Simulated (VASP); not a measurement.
A run of VASP 6.6.1 is set up as follows.

Contents of INCAR:

```
SYSTEM = CsNiN
PREC = Accurate
ENCUT = 520
EDIFF = 1E-6
ISMEAR = -1
SIGMA = 0.05
LREAL = .False.
LASPH = .True.
NELM = 150
ALGO = Normal
ISIF = 2
LWAVE = .False.
LCHARG = .False.
ISPIN = 2
MAGMOM = 0 1 0
LORBIT = 11
LMAXMIX = 4
GGA = PE
NBANDS = 23
```

The input KPOINTS:

```
regular mesh
0
Gamma
  6 6 8
  0 0 0
```

The input POSCAR:

```
CsNiN
1.0
    5.5736356741      0.0000000000      0.0000000000
   -2.7868178371      4.8269100852      0.0000000000
    0.0000000000      0.0000000000      3.4694832083
Cs Ni N
1 1 1
Direct
    0.6666666667      0.3333333333      0.5000000000
    0.3333333333      0.6666666667      0.0000000000
    0.3333333333      0.6666666667      0.5000000000
```

Potentials or basis: VASP PAW PBE potentials, release 64 (Cs_sv, Ni, N).

The run is started by

```console
$ cat potpaw_PBE.64/Cs_sv/POTCAR potpaw_PBE.64/Ni/POTCAR potpaw_PBE.64/N/POTCAR > POTCAR
$ mpirun -np 1 vasp_std > vasp.out
```

Question: What does it give for the pressure?

Answer: -0.7 GPa.

Question: Predict the site moments.

Answer: Cs +0.01; Ni +0.23; N +0.10 μB.

Stress tensor (GPa, compression positive):
```
-0.17  0.00  0.00
 0.00 -0.17  0.00
 0.00  0.00 -1.77
```

Caveat: a cell with one magnetic atom can't hold antiferromagnetic order, which such compounds often take.
